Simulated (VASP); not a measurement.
Here is a VASP 6.6.1 calculation.

INCAR

```
SYSTEM = BeS
PREC = Accurate
ENCUT = 600
EDIFF = 1E-6
ISMEAR = -1
SIGMA = 0.08
LREAL = .FALSE.
LASPH = .TRUE.
NELM = 120
ALGO = Normal
ISIF = 2
LWAVE = .FALSE.
LCHARG = .TRUE.
GGA = PE
LELF = .TRUE.
LVHAR = .TRUE.
NBANDS = 11
GGA_COMPAT = .FALSE.
```

File KPOINTS:

```
Automatic mesh
0
G
  13 13 13
  0 0 0
```

File POSCAR:

```
BeS
1.0
    0.0000000000      2.3144614809      2.3144614809
    2.3144614809      0.0000000000      2.3144614809
    2.3144614809      2.3144614809      0.0000000000
Be S
1 1
Direct
    0.0000000000      0.0000000000      0.0000000000
    0.5000000000      0.5000000000      0.5000000000
```

Potentials or basis: VASP PAW PBE potentials, release 64 (Be, S).

Launch:

```sh
$ cat potpaw_PBE.64/Be/POTCAR potpaw_PBE.64/S/POTCAR > POTCAR
$ mpirun -np 1 vasp_std > vasp.out
```

(1) Estimate the pressure.

(2) What does it give for the band gap on the k mesh?

Results:

(1) 0.0 GPa.

(2) 1.02 eV (least direct gap 4.18 eV).

Caveat: an odd mesh through Γ misses points on the zone boundary, where band edges can lie.
